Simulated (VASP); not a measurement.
# BaS (F-43m) in VASP: further runs

The runs below take BaS through single point, with PBE, r2SCAN.

All numbers are computed with VASP 6.6.1; they aren't measurements. Logs are shortened: lines on timing, memory, paths and dates and some standing lists are left out, and cuts for length are marked.

## Step 1: The cell of the first run

Symmetry: F-43m, No. 216, cubic system. Conventional cell: a = 6.980 Å, b = 6.980 Å, c = 6.980 Å, α = 90.00°, β = 90.00°, γ = 90.00°. Ba (site symmetry -43m) has 4 S at 3.02 Å within 4.0 Å. S (site symmetry -43m) has 4 Ba at 3.02 Å within 4.0 Å.

## Step 2: Single point, PBE (strain -0.8%)

The input, INCAR:

```
SYSTEM = BaS
ALGO = Normal
EDIFF = 1E-6
ENCUT = 520
GGA = PE
ISIF = 2
ISMEAR = -1
LASPH = .TRUE.
LCHARG = .FALSE.
LREAL = .FALSE.
LWAVE = .FALSE.
NBANDS = 15
NELM = 80
PREC = Accurate
SIGMA = 0.02
```

The input, KPOINTS:

```
k-points
0
G
  6 6 6
  0 0 0
```

The input, POSCAR:

```
BaS
1.0
    0.0000000000      3.4898487120      3.4898487120
    3.4898487120      0.0000000000      3.4898487120
    3.4898487120      3.4898487120      0.0000000000
Ba S
1 1
Direct
    0.0000000000      0.0000000000      0.0000000000
    0.2500000000      0.2500000000      0.2500000000
```

Potentials or basis: VASP PAW PBE potentials, release 64 (Ba_sv, S).

Launch:

```sh
> cat potpaw_PBE.64/Ba_sv/POTCAR potpaw_PBE.64/S/POTCAR > POTCAR
> mpirun -np 1 vasp_std > vasp.out
```

OUTCAR:

```text
SYSTEM = BaS
   EDIFF = 1E-6
   ENCUT = 520
   GGA = PE
   ISIF = 2
   ISMEAR = -1
   LASPH = .TRUE.
   LREAL = .FALSE.
   NELM = 80
   PREC = Accurate

 ion  position               nearest neighbor table
   1  0.000  0.000  0.000-   2 3.02   2 3.02   2 3.02   2 3.02
   2  0.250  0.250  0.250-   1 3.02   1 3.02   1 3.02   1 3.02

  LATTYP: Found a face centered cubic cell.
 ALAT       =     6.9796974240

  Lattice vectors:

 A1 = (   0.0000000000,   3.4898487120,   3.4898487120)
 A2 = (   3.4898487120,   0.0000000000,   3.4898487120)
 A3 = (   3.4898487120,   3.4898487120,   0.0000000000)

Analysis of symmetry for initial positions (statically):
=====================================================================
 Subroutine PRICEL returns:
 Original cell was already a primitive cell.

 Routine SETGRP: Setting up the symmetry group for a
 face centered cubic supercell.

 Subroutine GETGRP returns: Found 24 space group operations
 (whereof 24 operations were pure point group operations)
 out of a pool of 48 trial point group operations.

The static configuration has the point symmetry T_d .

Analysis of symmetry for dynamics (positions and initial velocities):
=====================================================================
 Subroutine PRICEL returns:
 Original cell was already a primitive cell.

 Routine SETGRP: Setting up the symmetry group for a
 face centered cubic supercell.

 Subroutine GETGRP returns: Found 24 space group operations
 (whereof 24 operations were pure point group operations)
 out of a pool of 48 trial point group operations.

The dynamic configuration has the point symmetry T_d .

 Subroutine INISYM returns: Found 24 space group operations
 (whereof 24 operations are pure point group operations),
 and found     1 'primitive' translations

----------------------------------------------------------------------------------------

                                     Primitive cell

  volume of cell :      85.0060

  direct lattice vectors                    reciprocal lattice vectors
     0.000000000  3.489848712  3.489848712    -0.143272686  0.143272686  0.143272686
     3.489848712  0.000000000  3.489848712     0.143272686 -0.143272686  0.143272686
     3.489848712  3.489848712  0.000000000     0.143272686  0.143272686 -0.143272686

  length of vectors
     4.935391379  4.935391379  4.935391379     0.248155572  0.248155572  0.248155572

  position of ions in fractional coordinates (direct lattice)
     0.000000000  0.000000000  0.000000000
     0.250000000  0.250000000  0.250000000

  ion indices of the primitive-cell ions
   primitive index   ion index
                 1           1
                 2           2

----------------------------------------------------------------------------------------

 KPOINTS: k-points

Automatic generation of k-mesh.
 Grid dimensions read from file:
 generate k-points for:    6    6    6

 Generating k-lattice:

  Cartesian coordinates                     Fractional coordinates (reciprocal lattice)
    -0.023878781  0.023878781  0.023878781     0.166666667  0.000000000  0.000000000
     0.023878781 -0.023878781  0.023878781     0.000000000  0.166666667  0.000000000
     0.023878781  0.023878781 -0.023878781     0.000000000  0.000000000  0.166666667

  Length of vectors
     0.041359262  0.041359262  0.041359262

  Shift w.r.t. Gamma in fractional coordinates (k-lattice)
     0.000000000  0.000000000  0.000000000

 Subroutine IBZKPT returns following result:
 ===========================================

 Found     16 irreducible k-points:

 Following reciprocal coordinates:
            Coordinates               Weight
  0.000000  0.000000  0.000000      1.000000
  0.166667  0.000000  0.000000      8.000000
  0.333333  0.000000  0.000000      8.000000
  0.500000  0.000000  0.000000      4.000000
  0.166667  0.166667  0.000000      6.000000
  0.333333  0.166667  0.000000     24.000000
[... 8 lines left out ...]
 -0.333333  0.333333  0.166667     24.000000
 -0.333333  0.500000  0.166667     12.000000
   k-points           NKPTS =     16   k-points in BZ     NKDIM =     16   number of bands    NBANDS=     15
   number of dos      NEDOS =    301   number of ions     NIONS =      2
   total plane-waves  NPLWV =  64000
   dimension x,y,z NGX =    40 NGY =   40 NGZ =   40
   dimension x,y,z NGXF=    80 NGYF=   80 NGZF=   80
   ions per type =               1   1
   NGX,Y,Z   is equivalent  to a cutoff of  13.47, 13.47, 13.47 a.u.
   NGXF,Y,Z  is equivalent  to a cutoff of  26.95, 26.95, 26.95 a.u.
 SYSTEM =  BaS
   PREC   = accura    normal or accurate (medium, high low for compatibility)
   ISTART =      0    job   : 0-new  1-cont  2-samecut
   ICHARG =      2    charge: 1-file 2-atom 10-const
   ISPIN  =      1    spin polarized calculation?
   LNONCOLLINEAR =      F non collinear calculations
   LSORBIT =      F    spin-orbit coupling
   LASPH  =      T    aspherical Exc in radial PAW
   ENCUT  =  520.0 eV  38.22 Ry    6.18 a.u.   9.18  9.18  9.18*2*pi/ulx,y,z
   NELM   =     80;   NELMIN=  2; NELMDL= -5     # of ELM steps
   EDIFF  = 0.1E-05   stopping-criterion for ELM
   LREAL  =      F    real-space projection
   EDIFFG = 0.1E-04   stopping-criterion for IOM
   NSW    =      0    number of steps for IOM
   IBRION =     -1    ionic relax: 0-MD 1-quasi-New 2-CG
   NFREE  =      0    steps in history (QN), initial steepest desc. (CG)
   ISIF   =      2    stress and relaxation
   ISYM   =      2    0-nonsym 1-usesym 2-fastsym
   POTIM  = 0.5000    time-step for ionic-motion
   TEBEG  =    0.0;   TEEND  =   0.0 temperature during run
   PSTRESS=    0.0 pullay stress
   NELECT =      16.0000    total number of electrons
   NUPDOWN=      -1.0000    fix difference up-down
   EMIN   =  10.00;   EMAX   =-10.00  energy-range for DOS
   EFERMI =   0.00;   METHOD = LEGACY
   ISMEAR =    -1;   SIGMA  =   0.02  broadening in eV -4-tet -1-fermi 0-gaus
   EFERMI_NEDOS =   21; number of points for ismear=-14 and -15
   IALGO  =     38    algorithm
   IMIX   =      4    mixing-type and parameters
     AMIX     =   0.40;   BMIX     =  1.00
     AMIX_MAG =   1.60;   BMIX_MAG =  1.00
  volume/ion in A,a.u.               =      42.50       286.82
  Fermi-wavevector in a.u.,A,eV,Ry     =   0.938206  1.772952 11.976264  0.880231
  Thomas-Fermi vector in A             =   2.065394
   LORBIT       =      0    0 simple, 1 ext, 2 COOP (PROOUT), +10 PAW based schemes
   GGA     = PE    functional components
   LHFCALC =     F    Hartree Fock is set to
   AEXX    =    0.0000 exact exchange contribution
   IVDW    =     0    specifies the selected vdW correction
   LEPSILON=     F    determine dielectric tensor
   LRPA    =     F    only Hartree local field effects (RPA)
 non-spin polarized calculation
  energy-cutoff  :      520.00
  volume of cell :       85.01
 maximum number of plane-waves:      2301
 NGX is ok and might be reduce to    40
   NGX = 19   NGY = 19   NGZ = 19

 number of electron      15.9999998 magnetization

 Free energy of the ion-electron system (eV)
  ---------------------------------------------------
  ext. energy  EPLUGINS =         0.00000000
  ---------------------------------------------------
  free energy    TOTEN  =        -9.72317475 eV

  energy without entropy =       -9.72317475  energy(sigma->0) =       -9.72317475

 E-fermi :   0.4698     XC(G=0):  -7.2706

 val. band max:       -0.0729745268   @ k =  -0.3333   0.5000   0.1667
 cond. band min:       2.7292758218   @ k =   0.0000   0.0000   0.0000
 fundamental gap:      2.8022503486
 Fermi energy:         0.4697503318

 k-point     1 :       0.0000    0.0000    0.0000
  band No.  band energies     occupation
      1     -26.0917      2.00000
      2     -11.2791      2.00000
      3     -11.2791      2.00000
      4     -11.2791      2.00000
      5     -10.0189      2.00000
      6      -0.7943      2.00000
      7      -0.7943      2.00000
      8      -0.7943      2.00000
      9       2.7293      0.00000
     10       5.0078      0.00000
     11       5.0078      0.00000
     12       6.9877      0.00000
     13       6.9877      0.00000
     14       6.9877      0.00000
     15      10.0571      0.00000

 k-point     2 :       0.1667    0.0000    0.0000
  band No.  band energies     occupation
      1     -26.0875      2.00000
      2     -11.5129      2.00000
      3     -11.2901      2.00000
      4     -11.2901      2.00000
      5      -9.7789      2.00000
      6      -0.8577      2.00000
      7      -0.7209      2.00000
      8      -0.7209      2.00000
      9       3.3150      0.00000
     10       4.8188      0.00000
     11       4.8188      0.00000
     12       6.6792      0.00000
     13       7.3782      0.00000
     14       7.3782      0.00000
     15       8.5981      0.00000

 k-point     3 :       0.3333    0.0000    0.0000
  band No.  band energies     occupation
      1     -26.0791      2.00000
      2     -11.8431      2.00000
      3     -11.3117      2.00000
      4     -11.3117      2.00000
      5      -9.4457      2.00000
      6      -0.7985      2.00000
      7      -0.5845      2.00000
      8      -0.5845      2.00000
      9       4.2195      0.00000
     10       4.8689      0.00000
     11       4.8689      0.00000
     12       6.0358      0.00000
     13       7.0773      0.00000
     14       7.0773      0.00000
     15       7.6258      0.00000
[... 199 lines left out ...]
 k-point    15 :      -0.3333    0.3333    0.1667
  band No.  band energies     occupation
      1     -26.0707      2.00000
      2     -12.0101      2.00000
      3     -11.4323      2.00000
      4     -11.3635      2.00000
      5      -9.1406      2.00000
      6      -0.7006      2.00000
      7      -0.5890      2.00000
      8      -0.1940      2.00000
      9       3.5187      0.00000
     10       4.3947      0.00000
     11       5.5101      0.00000
     12       6.7710      0.00000
     13       6.9998      0.00000
     14       7.6702      0.00000
     15       9.0644      0.00000

 k-point    16 :      -0.3333    0.5000    0.1667
  band No.  band energies     occupation
      1     -26.0693      2.00000
      2     -12.0414      2.00000
      3     -11.4244      2.00000
      4     -11.3884      2.00000
      5      -9.0977      2.00000
      6      -0.9356      2.00000
      7      -0.3682      2.00000
      8      -0.0730      2.00000
      9       3.3508      0.00000
     10       4.3035      0.00000
     11       5.9211      0.00000
     12       6.3485      0.00000
     13       7.2552      0.00000
     14       8.5924      0.00000
     15       8.7803      0.00000

------------------------ aborting loop because EDIFF is reached ----------------------------------------

  FORCE on cell =-STRESS in cart. coord.  units (eV):
  Direction    XX          YY          ZZ          XY          YZ          ZX
  --------------------------------------------------------------------------------------
  -------------------------------------------------------------------------------------
  Total        0.6083122      0.6083122      0.6083122      0.0000000     -0.0000000     -0.0000000
  in kB       11.4653495     11.4653495     11.4653495      0.0000000     -0.0000000     -0.0000000
  external PRESSURE =      11.4653495 kB  Pullay stress =       0.0000000 kB

 VOLUME and BASIS-vectors are now :
 -----------------------------------------------------------------------------
  energy-cutoff  :      520.00
  volume of cell :       85.01
      direct lattice vectors                 reciprocal lattice vectors
     0.000000000  3.489848712  3.489848712    -0.143272686  0.143272686  0.143272686
     3.489848712  0.000000000  3.489848712     0.143272686 -0.143272686  0.143272686
     3.489848712  3.489848712  0.000000000     0.143272686  0.143272686 -0.143272686

 POSITION                                       TOTAL-FORCE (eV/Angst)
 -----------------------------------------------------------------------------------
      0.00000      0.00000      0.00000         0.000000      0.000000      0.000000
      1.74492      1.74492      1.74492        -0.000000     -0.000000     -0.000000
 -----------------------------------------------------------------------------------
    total drift:                                0.000000      0.000000      0.000000

  FREE ENERGIE OF THE ION-ELECTRON SYSTEM (eV)
  ---------------------------------------------------
  free  energy   TOTEN  =        -9.7231747482 eV

  energy  without entropy=       -9.7231747482  energy(sigma->0) =       -9.72317475
```

It took 19 s on 1 thread of Intel Xeon Platinum 8488C (Sapphire Rapids), shared host; peak memory 0.24 GiB.

What came out:

```
Free energy            : -9.7232 eV
Pressure               : 1.1 GPa
Band gap on the k mesh : 2.80 eV, indirect (least direct gap 3.42 eV)
```

Levels at points of the mesh, in eV from the valence-band top:
```
           k point  band 4  band 5  band 6  band 7  band 8  band 9  band 10  band 11  band 12  band 13
(0.00, 0.00, 0.00)  -11.21   -9.95   -0.72   -0.72   -0.72    2.80     5.08     5.08     7.06     7.06
(0.50, 0.00, 0.00)  -11.25   -9.24   -0.61   -0.45   -0.45    4.48     5.29     5.29     5.50     6.45
(0.50, 0.50, 0.00)  -11.31   -9.04   -1.13    0.00    0.00    3.46     4.59     6.36     6.36     6.42
```

Caveat: the cell differs from its parent crystal (strain -0.8%); spin-orbit coupling is left out, which moves the levels of the heavy elements.

## Step 3: Single point, r2SCAN (strain -0.8%)

POSCAR is that of step 2.

The input, INCAR.step1:

```
SYSTEM = BaS
ALGO = Normal
EDIFF = 1E-4
ENCUT = 520
GGA = PE
ISMEAR = 0
LASPH = .TRUE.
LCHARG = .FALSE.
LREAL = .FALSE.
LWAVE = .TRUE.
NBANDS = 15
NELM = 100
PREC = Accurate
SIGMA = 0.01
```

The input, INCAR.step2:

```
SYSTEM = BaS
ALGO = Normal
EDIFF = 1E-6
ENCUT = 520
ISIF = 2
ISMEAR = 0
ISTART = 1
LASPH = .TRUE.
LCHARG = .TRUE.
LELF = .TRUE.
LMIXTAU = .TRUE.
LREAL = .FALSE.
LVHAR = .TRUE.
LWAVE = .FALSE.
METAGGA = R2SCAN
NBANDS = 15
NELM = 100
PREC = Accurate
SIGMA = 0.01
```

KPOINTS is that of step 2.

Potentials or basis: VASP PAW PBE potentials, release 64 (Ba_sv, S).

Launch:

```sh
> cat potpaw_PBE.64/Ba_sv/POTCAR potpaw_PBE.64/S/POTCAR > POTCAR
> cp INCAR.step1 INCAR
> mpirun -np 1 vasp_std > vasp.out
> cp INCAR.step2 INCAR
> mpirun -np 1 vasp_std > vasp.out
```

It took 94 s on 1 thread of Intel Xeon Platinum 8488C (Sapphire Rapids), shared host; peak memory 0.26 GiB.

The run converged. Its results:

```
Free energy            : -38.6051 eV
Pressure               : 1.2 GPa
Band gap on the k mesh : 3.12 eV, indirect (least direct gap 3.69 eV)
```

Levels at points of the mesh, in eV from the valence-band top:
```csv
k point,band 5,band 6,band 7,band 8,band 9,band 10,band 11,band 12
"(0.00, 0.00, 0.00)",-10.40,-0.73,-0.73,-0.73,3.12,5.58,5.58,7.56
"(0.50, 0.00, 0.00)",-9.62,-0.61,-0.45,-0.45,4.79,5.77,5.77,5.93
"(0.50, 0.50, 0.00)",-9.40,-1.13,-0.01,-0.01,3.72,5.02,6.90,6.90
```

Caveat: the cell differs from its parent crystal (strain -0.8%); the PAW data sets were made with another functional, which shifts forces and pressure a little; spin-orbit coupling is left out, which moves the levels of the heavy elements. A k mesh can miss the band edges.
